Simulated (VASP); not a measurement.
Au, 1 atom in the cell. It takes space group Fm-3m (No. 225, cubic). The conventional cell has a = 4.046 Å, b = 4.046 Å, c = 4.046 Å, α = 90.00°, β = 90.00°, γ = 90.00°. Au (site symmetry m-3m) has 12 Au at 2.86 Å within 3.8 Å. 

- Program: VASP 6.6.1
- Task: single point
- Functional: LDA
- Potentials or basis: VASP PAW LDA potentials, release 64 (Au)
- Cutoff: 520 eV
- k mesh: 22 × 22 × 22
- Occupations: fermi-dirac, width 0.1 eV
- Spin: no spin polarisation
- Dipole correction: no
- Further INCAR settings: ALGO = Normal; EDIFF = 1e-06; NBANDS = 12

Potentials or basis: VASP PAW LDA potentials, release 64 (Au).

The run is started by

```bash
$ cat potpaw_LDA.64/Au/POTCAR > POTCAR
$ mpirun -np 1 vasp_std > vasp.out
```

Hardware: 1 thread of Intel(R) Xeon(R) 6975P-C (Granite Rapids) (shared host).

**Question.** How long does it take, and how much memory?

**Answer.** Run time: 14 s on 1 thread of Intel(R) Xeon(R) 6975P-C (Granite Rapids), with other jobs on the host, peak memory 0.18 GiB. Counts: scf iterations 10, k points 328.
